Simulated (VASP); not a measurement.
Input of a VASP 6.6.1 run:

The input INCAR:

```
SYSTEM = BeB
PREC = Accurate
ENCUT = 520
EDIFF = 1E-6
ISMEAR = 0
SIGMA = 0.1
LREAL = .FALSE.
LASPH = .TRUE.
NELM = 80
ALGO = Normal
ISIF = 2
LWAVE = .FALSE.
LCHARG = .FALSE.
GGA = PE
NBANDS = 16
```

File KPOINTS:

```
Automatic mesh
0
G
  18 18 4
  0 0 0
```

The input POSCAR:

```
BeB
1.0
    2.2735895495      0.0000000000      0.0000000000
   -1.1367947747      1.9689863076      0.0000000000
    0.0000000000      0.0000000000      9.4693127345
Be B
3 3
Direct
    0.0000000000      0.0000000000      0.6657811202
    0.0000000000      0.0000000000      0.0000000000
    0.0000000000      0.0000000000      0.3342188798
    0.3333333333      0.6666666667      0.8340436443
    0.3333333333      0.6666666667      0.1659563557
    0.6666666667      0.3333333333      0.5000000000
```

Potentials or basis: VASP PAW PBE potentials, release 64 (Be, B).

The run is started by

```bash
$ cat potpaw_PBE.64/Be/POTCAR potpaw_PBE.64/B/POTCAR > POTCAR
$ mpirun -np 1 vasp_std > vasp.out
```

Estimate the pressure.

0.1 GPa.

What does it give for the largest force?

0.006 eV/Å.

Stress tensor (GPa, compression positive):
```
0.09 0.00 0.00
0.00 0.09 0.00
0.00 0.00 0.22
```
